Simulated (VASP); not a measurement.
# GaSb (F-43m) in VASP: single point with HSE06

Aim: the single point of GaSb with HSE06.

Everything below comes from runs of VASP 6.6.1. Logs are shortened: lines on timing, memory, paths and dates and some standing lists are left out, and cuts for length are marked.

### 1 The cell of the first run

The structure is cubic, space group F-43m (No. 216). The conventional cell has a = 6.132 Å, b = 6.132 Å, c = 6.132 Å, α = 90.00°, β = 90.00°, γ = 90.00°. Within 3.5 Å of Ga (site symmetry -43m) lie 4 Sb at 2.66 Å. Sb (site symmetry -43m) has 4 Ga at 2.66 Å within 3.5 Å.

### 2 Single point, HSE06, non-collinear spin, zero start, spin-orbit coupling

File POSCAR:

```
GaSb
1.0
    0.0000000000      3.0658848228      3.0658848228
    3.0658848228      0.0000000000      3.0658848228
    3.0658848228      3.0658848228      0.0000000000
Ga Sb
1 1
Direct
    0.0000000000      0.0000000000      0.0000000000
    0.2500000000      0.2500000000      0.2500000000
```

File INCAR.step1:

```
SYSTEM = GaSb
PREC = Accurate
ENCUT = 400
EDIFF = 1E-5
ISMEAR = -1
SIGMA = 0.02
LREAL = .FALSE.
LASPH = .TRUE.
NELM = 200
ALGO = Normal
ISIF = 2
LWAVE = .TRUE.
LCHARG = .FALSE.
MAGMOM = 0 0 0 0 0 0
LORBIT = 11
LSORBIT = .TRUE.
GGA_COMPAT = .FALSE.
LORBMOM = .TRUE.
GGA = PE
NBANDS = 30
```

File INCAR.step2:

```
SYSTEM = GaSb
PREC = Accurate
ENCUT = 400
EDIFF = 1E-6
ISMEAR = -1
SIGMA = 0.02
LREAL = .FALSE.
LASPH = .TRUE.
NELM = 200
ALGO = Normal
ISIF = 2
LWAVE = .FALSE.
LCHARG = .FALSE.
MAGMOM = 0 0 0 0 0 0
LORBIT = 11
LSORBIT = .TRUE.
GGA_COMPAT = .FALSE.
LORBMOM = .TRUE.
GGA = PE
LHFCALC = .TRUE.
HFSCREEN = 0.2079
PRECFOCK = Normal
ISTART = 1
NBANDS = 30
```

File KPOINTS:

```
Automatic mesh
0
G
  4 4 4
  0 0 0
```

Potentials or basis: VASP PAW PBE potentials, release 64 (Ga_d, Sb).

Run with:

```sh
> cat potpaw_PBE.64/Ga_d/POTCAR potpaw_PBE.64/Sb/POTCAR > POTCAR
> cp INCAR.step1 INCAR
> mpirun -np 1 vasp_ncl > vasp.out
> cp INCAR.step2 INCAR
> mpirun -np 1 vasp_ncl > vasp.out
```

OUTCAR:

```text
SYSTEM = GaSb
   PREC = Accurate
   ENCUT = 400
   EDIFF = 1E-6
   ISMEAR = -1
   LREAL = .FALSE.
   LASPH = .TRUE.
   NELM = 200
   ISIF = 2
   LORBIT = 11
   LSORBIT = .TRUE.
   GGA = PE
   LHFCALC = .TRUE.
   HFSCREEN = 0.2079
   PRECFOCK = Normal
   ISTART = 1

 ion  position               nearest neighbor table
   1  0.000  0.000  0.000-   2 2.66   2 2.66   2 2.66   2 2.66
   2  0.250  0.250  0.250-   1 2.66   1 2.66   1 2.66   1 2.66

  LATTYP: Found a face centered cubic cell.
 ALAT       =     6.1317696456

  Lattice vectors:

 A1 = (   0.0000000000,   3.0658848228,   3.0658848228)
 A2 = (   3.0658848228,   0.0000000000,   3.0658848228)
 A3 = (   3.0658848228,   3.0658848228,   0.0000000000)

Analysis of symmetry for initial positions (statically):
=====================================================================
 Subroutine PRICEL returns:
 Original cell was already a primitive cell.

 Routine SETGRP: Setting up the symmetry group for a
 face centered cubic supercell.

 Subroutine GETGRP returns: Found 24 space group operations
 (whereof 24 operations were pure point group operations)
 out of a pool of 48 trial point group operations.

The static configuration has the point symmetry T_d .

Analysis of symmetry for dynamics (positions and initial velocities):
=====================================================================
 Subroutine PRICEL returns:
 Original cell was already a primitive cell.

 Routine SETGRP: Setting up the symmetry group for a
 face centered cubic supercell.

 Subroutine GETGRP returns: Found 24 space group operations
 (whereof 24 operations were pure point group operations)
 out of a pool of 48 trial point group operations.

The dynamic configuration has the point symmetry T_d .

Analysis of structural, dynamic, and magnetic symmetry:
=====================================================================
 Subroutine PRICEL returns:
 Original cell was already a primitive cell.

 Routine SETGRP: Setting up the symmetry group for a
 face centered cubic supercell.

 Subroutine GETGRP returns: Found 24 space group operations
 (whereof 24 operations were pure point group operations)
 out of a pool of 48 trial point group operations.

The overall configuration has the point symmetry T_d .

 Subroutine INISYM returns: Found 24 space group operations
 (whereof 24 operations are pure point group operations),
 and found     1 'primitive' translations

----------------------------------------------------------------------------------------

                                     Primitive cell

  volume of cell :      57.6365

  direct lattice vectors                    reciprocal lattice vectors
     0.000000000  3.065884823  3.065884823    -0.163085057  0.163085057  0.163085057
     3.065884823  0.000000000  3.065884823     0.163085057 -0.163085057  0.163085057
     3.065884823  3.065884823  0.000000000     0.163085057  0.163085057 -0.163085057

  length of vectors
     4.335815897  4.335815897  4.335815897     0.282471604  0.282471604  0.282471604

  position of ions in fractional coordinates (direct lattice)
     0.000000000  0.000000000  0.000000000
     0.250000000  0.250000000  0.250000000

  ion indices of the primitive-cell ions
   primitive index   ion index
                 1           1
                 2           2

----------------------------------------------------------------------------------------

 KPOINTS: Automatic mesh

Automatic generation of k-mesh.
 Grid dimensions read from file:
 generate k-points for:    4    4    4

 Generating k-lattice:

  Cartesian coordinates                     Fractional coordinates (reciprocal lattice)
    -0.040771264  0.040771264  0.040771264     0.250000000  0.000000000  0.000000000
     0.040771264 -0.040771264  0.040771264     0.000000000  0.250000000  0.000000000
[... 91 lines left out ...]
 number of electron      18.0000015 magnetization       0.0000000     -0.0000000      0.0000000

 number of electron      18.0000015 magnetization      -0.0000000     -0.0000000     -0.0000000

 Free energy of the ion-electron system (eV)
  ---------------------------------------------------
  ext. energy  EPLUGINS =         0.00000000
  ---------------------------------------------------
  free energy    TOTEN  =        -8.84068834 eV

  energy without entropy =       -8.84068833  energy(sigma->0) =       -8.84068834

 E-fermi :   4.9520     XC(G=0):  -7.5357

 val. band max:        4.6334891992   @ k =   0.0000   0.0000   0.0000
 cond. band min:       5.2565428375   @ k =   0.0000   0.0000   0.0000
 fundamental gap:      0.6230536384
 Fermi energy:         4.9519621779

 k-point     1 :       0.0000    0.0000    0.0000
  band No.  band energies     occupation
      1     -13.5035      1.00000
      2     -13.5035      1.00000
      3     -13.5035      1.00000
      4     -13.5035      1.00000
      5     -13.0652      1.00000
      6     -13.0652      1.00000
[... 319 lines left out ...]
     29      15.5388      0.00000
     30      15.6457      0.00000

------------------------ aborting loop because EDIFF is reached ----------------------------------------

  FORCE on cell =-STRESS in cart. coord.  units (eV):
  Direction    XX          YY          ZZ          XY          YZ          ZX
  --------------------------------------------------------------------------------------
  -------------------------------------------------------------------------------------
  Total       -0.0890854     -0.0890854     -0.0890854      0.0000000      0.0000000     -0.0000000
  in kB       -2.4763942     -2.4763942     -2.4763942      0.0000000      0.0000000     -0.0000000
  external PRESSURE =      -2.4763942 kB  Pullay stress =       0.0000000 kB

 VOLUME and BASIS-vectors are now :
 -----------------------------------------------------------------------------
  energy-cutoff  :      400.00
  volume of cell :       57.64
      direct lattice vectors                 reciprocal lattice vectors
     0.000000000  3.065884823  3.065884823    -0.163085057  0.163085057  0.163085057
     3.065884823  0.000000000  3.065884823     0.163085057 -0.163085057  0.163085057
     3.065884823  3.065884823  0.000000000     0.163085057  0.163085057 -0.163085057

 POSITION                                       TOTAL-FORCE (eV/Angst)
 -----------------------------------------------------------------------------------
      0.00000      0.00000      0.00000         0.000000      0.000000      0.000000
      1.53294      1.53294      1.53294        -0.000000     -0.000000     -0.000000
 -----------------------------------------------------------------------------------
    total drift:                               -0.000001      0.000001     -0.000000

  FREE ENERGIE OF THE ION-ELECTRON SYSTEM (eV)
  ---------------------------------------------------
  free  energy   TOTEN  =        -8.8406883394 eV

  energy  without entropy=       -8.8406883343  energy(sigma->0) =       -8.84068834

 orbital moment (x)

 # of ion     p       d       tot
 ----------------------------------------
  1         0.000  -0.000  -0.000
  2        -0.000   0.000  -0.000
 ----------------------------------------
           -0.000  -0.000  -0.000

 orbital moment (y)

 # of ion     p       d       tot
 ----------------------------------------
  1         0.000   0.000   0.000
  2        -0.000   0.000  -0.000
 ----------------------------------------
           -0.000   0.000   0.000

 orbital moment (z)

 # of ion     p       d       tot
 ----------------------------------------
  1        -0.000  -0.000  -0.000
  2        -0.000   0.000  -0.000
 ----------------------------------------
           -0.000   0.000  -0.000

 Spin-Orbit-Coupling matrix elements

 Ion:    1  E_soc:     -0.0102860
 l=   1
     0.0000000    -0.0009806    -0.0009806
    -0.0009806     0.0000000    -0.0009806
    -0.0009806    -0.0009806     0.0000000
 l=   2
     0.0000000    -0.0001422     0.0000000    -0.0001422    -0.0005916
    -0.0001422     0.0000000    -0.0004437    -0.0001422    -0.0001479
     0.0000000    -0.0004437     0.0000000    -0.0004437     0.0000000
    -0.0001422    -0.0001422    -0.0004437     0.0000000    -0.0001479
    -0.0005916    -0.0001479     0.0000000    -0.0001479     0.0000000
 l=   3
     0.0000000     0.0000000     0.0000000     0.0000000     0.0000000     0.0000000     0.0000000
     0.0000000     0.0000000     0.0000000     0.0000000     0.0000000     0.0000000     0.0000000
     0.0000000     0.0000000     0.0000000     0.0000000     0.0000000     0.0000000     0.0000000
     0.0000000     0.0000000     0.0000000     0.0000000     0.0000000     0.0000000     0.0000000
     0.0000000     0.0000000     0.0000000     0.0000000     0.0000000     0.0000000     0.0000000
     0.0000000     0.0000000     0.0000000     0.0000000     0.0000000     0.0000000     0.0000000
     0.0000000     0.0000000     0.0000000     0.0000000     0.0000000     0.0000000     0.0000000

 Ion:    2  E_soc:     -0.1145010
 l=   1
     0.0000000    -0.0189181    -0.0189181
    -0.0189181     0.0000000    -0.0189181
    -0.0189181    -0.0189181     0.0000000
 l=   2
     0.0000000    -0.0000761     0.0000000    -0.0000761    -0.0000893
    -0.0000761     0.0000000    -0.0000670    -0.0000761    -0.0000223
     0.0000000    -0.0000670     0.0000000    -0.0000670     0.0000000
    -0.0000761    -0.0000761    -0.0000670     0.0000000    -0.0000223
    -0.0000893    -0.0000223     0.0000000    -0.0000223     0.0000000
 l=   3
     0.0000000     0.0000000     0.0000000     0.0000000     0.0000000     0.0000000     0.0000000
     0.0000000     0.0000000     0.0000000     0.0000000     0.0000000     0.0000000     0.0000000
     0.0000000     0.0000000     0.0000000     0.0000000     0.0000000     0.0000000     0.0000000
     0.0000000     0.0000000     0.0000000     0.0000000     0.0000000     0.0000000     0.0000000
     0.0000000     0.0000000     0.0000000     0.0000000     0.0000000     0.0000000     0.0000000
     0.0000000     0.0000000     0.0000000     0.0000000     0.0000000     0.0000000     0.0000000
     0.0000000     0.0000000     0.0000000     0.0000000     0.0000000     0.0000000     0.0000000

 total charge

# of ion       s       p       d       tot
------------------------------------------
    1        0.845   0.768   9.978  11.591
    2        1.125   1.577   0.028   2.730
--------------------------------------------------
tot          1.970   2.344  10.007  14.320

 magnetization (x)

# of ion       s       p       d       tot
------------------------------------------
    1       -0.000  -0.000   0.000  -0.000
    2       -0.000  -0.000  -0.000  -0.000
--------------------------------------------------
tot         -0.000  -0.000  -0.000  -0.000

 magnetization (y)

# of ion       s       p       d       tot
------------------------------------------
    1        0.000   0.000   0.000   0.000
    2        0.000  -0.000  -0.000  -0.000
--------------------------------------------------
tot          0.000  -0.000  -0.000  -0.000

 magnetization (z)

# of ion       s       p       d       tot
------------------------------------------
    1       -0.000  -0.000   0.000  -0.000
    2        0.000   0.000  -0.000   0.000
--------------------------------------------------
tot         -0.000  -0.000  -0.000  -0.000
```

It took 46 min on 1 thread of Intel Xeon Platinum 8259CL at 2.50GHz (Skylake/Cascade Lake), shared host; peak memory 0.38 GiB.

What came out:

* Free energy: -8.8407 eV
* Pressure: -0.2 GPa
* Net moment: 0.00 μB per cell
* Valence electrons inside the program's atomic spheres: Ga 11.59; Sb 2.73

Moments on the atoms (μB; x, y, z):
```
Ga  0.00 0.00 0.00
Sb  0.00 0.00 0.00
```

Caveat: the k points lie up to 0.44 Å⁻¹ apart; the PAW data sets were made with another functional, which shifts forces and pressure a little.
